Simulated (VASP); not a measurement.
Runs of VASP 6.6.1 on Ru. The structure is that of space group P6_3/mmc (No. 194), or close to it. The cells are those of the table. 

```csv
task,level,spin,cell,gap on the mesh (eV),pressure (GPa)
single point,PBE,"non-collinear, zero start, SOC","a = 2.706, b = 2.706, c = 4.282 Å, angles 90.0, 90.0, 120.0°, 2 atoms",-,4.7
electric field gradients,PBE,off,"a = 2.706, b = 2.706, c = 4.282 Å, angles 90.0, 90.0, 120.0°, 2 atoms",none,4.5
electric field gradients,PBE,off,"a = 2.741, b = 2.741, c = 4.338 Å, angles 90.0, 90.0, 120.0°, 2 atoms",none,(b)
single point,PBE,off,"a = 2.724, b = 2.724, c = 4.310 Å, angles 90.0, 90.0, 120.0°, 2 atoms",none,(a)
electric field gradients,PBEsol,off,"a = 2.706, b = 2.706, c = 4.282 Å, angles 90.0, 90.0, 120.0°, 2 atoms",none,-6.3
```

Alike in all rows: potentials or basis VASP PAW PBE potentials, release 64 (Ru_pv); k mesh 14 × 14 × 8; cutoff (eV) 520; smearing fermi-dirac 0.03 eV.

Q: Estimate the missing entries.

A: (a) -1.9; (b) -7.5.

Caveats: the PAW data sets were made with another functional, which shifts forces and pressure a little (some runs).

A k mesh can miss the band edges, and rows without SOC leave out spin-orbit coupling on Ru.

A gap of «none» marks levels without a gap at the run's occupations.
